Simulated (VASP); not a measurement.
Write the native input for VASP 6.6.1 that does the following.

```yaml
Task: single point
Functional: PBE-based global hybrid
Potentials_or_basis: VASP PAW PBE potentials, release 64 (K_sv, Br)
Cutoff: 520 eV
k_mesh: 4 × 4 × 4
Occupations: gaussian, width 0.01 eV
Spin: no spin polarisation
Dipole_correction: no
Grid_for_exact_exchange_PRECFOCK: Normal
Share_of_exact_exchange: 0.05
Further_INCAR_settings: ALGO = Normal; EDIFF = 1e-06; NBANDS = 15
```

KBr:

```
K Br
1.0
     0.00000    3.30225    3.30225
     3.30225    0.00000    3.30225
     3.30225    3.30225    0.00000
K Br
1 1
Direct
  0.00000 0.00000 0.00000
  0.50000 0.50000 0.50000
```

The input as run:

POSCAR

```
KBr
1.0
    0.0000000000      3.3022478201      3.3022478201
    3.3022478201      0.0000000000      3.3022478201
    3.3022478201      3.3022478201      0.0000000000
K Br
1 1
Direct
    0.0000000000      0.0000000000      0.0000000000
    0.5000000000      0.5000000000      0.5000000000
```

INCAR.step1

```
SYSTEM = KBr
  ALGO = Normal
  EDIFF = 1E-5
  ENCUT = 520
  GGA = PE
  ISIF = 2
  ISMEAR = 0
  LASPH = .True.
  LCHARG = .False.
  LREAL = .False.
  LWAVE = .True.
  NBANDS = 15
  NELM = 80
  PREC = Accurate
  SIGMA = 0.01
```

INCAR.step2

```
SYSTEM = KBr
  AEXX = 0.05
  ALGO = Normal
  EDIFF = 1E-6
  ENCUT = 520
  GGA = PE
  ISIF = 2
  ISMEAR = 0
  ISTART = 1
  LASPH = .True.
  LCHARG = .False.
  LHFCALC = .True.
  LREAL = .False.
  LWAVE = .False.
  NBANDS = 15
  NELM = 80
  PREC = Accurate
  PRECFOCK = Normal
  SIGMA = 0.01
```

KPOINTS

```
k-points
0
Gamma
  4 4 4
  0 0 0
```

Potentials or basis: VASP PAW PBE potentials, release 64 (K_sv, Br).

Run with:

```sh
$ cat potpaw_PBE.64/K_sv/POTCAR potpaw_PBE.64/Br/POTCAR > POTCAR
$ cp INCAR.step1 INCAR
$ mpirun -np 1 vasp_std > vasp.out
$ cp INCAR.step2 INCAR
$ mpirun -np 1 vasp_std > vasp.out
```

Results of the run:

- Pressure: 0.7 GPa
- Band gap on the k mesh: 4.80 eV, direct

Caveat: the PAW data sets were made with another functional, which shifts forces and pressure a little.

Run time: 3.9 min on 1 thread of Intel(R) Xeon(R) Platinum 8488C (Sapphire Rapids), with other jobs on the host, peak memory 0.22 GiB.
